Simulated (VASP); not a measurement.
Crystal: Si.

```xyz
1
Lattice="0.0000 1.6700 1.6700 1.6700 0.0000 1.6700 1.6700 1.6700 0.0000" Properties=species:S:1:pos:R:3 pbc="T T T"
Si    0.0000    0.0000    0.0000
```

This isn't the form of Si at room conditions, which is diamond.

* Program: VASP 6.6.1
* Task: relaxation of cell and atoms
* Functional: PBE
* Potentials or basis: VASP PAW PBE potentials, release 64 (Si)
* Cutoff: 600 eV
* k mesh: 22 × 22 × 22
* Occupations: fermi-dirac, width 0.15 eV
* Spin: no spin polarisation

At the start: pressure 94.6 GPa; volume 9.31 Å³/atom.

**Question.** Where does the relaxation end?

**Answer.** Over 5 steps the energy falls by 1026.1 meV/atom and the volume is 14.48 Å³/atom (+55.4 %); space group Fm-3m (No. 225, to 0.1 Å) before and after.

Step by step:
```
step  energy change (eV)  largest force (eV/Å)  pressure (GPa)  volume (Å³)
   1              0.0000                0.0000           94.61         9.31
   2             -0.8097                0.0000          -12.58        18.87
   3             -1.0256                0.0000            0.97        14.31
   4             -1.0260                0.0000           -0.36        14.54
   5             -1.0261                0.0000           -0.01        14.48
```

Final structure:
```
CELL_PARAMETERS angstrom
0.00000 1.93454 1.93454
1.93454 0.00000 1.93454
1.93454 1.93454 0.00000
ATOMIC_POSITIONS crystal
Si 0.00000 0.00000 0.00000
```

Caveat: the volume moved by over 15 % at a fixed basis, so the end points are rough.
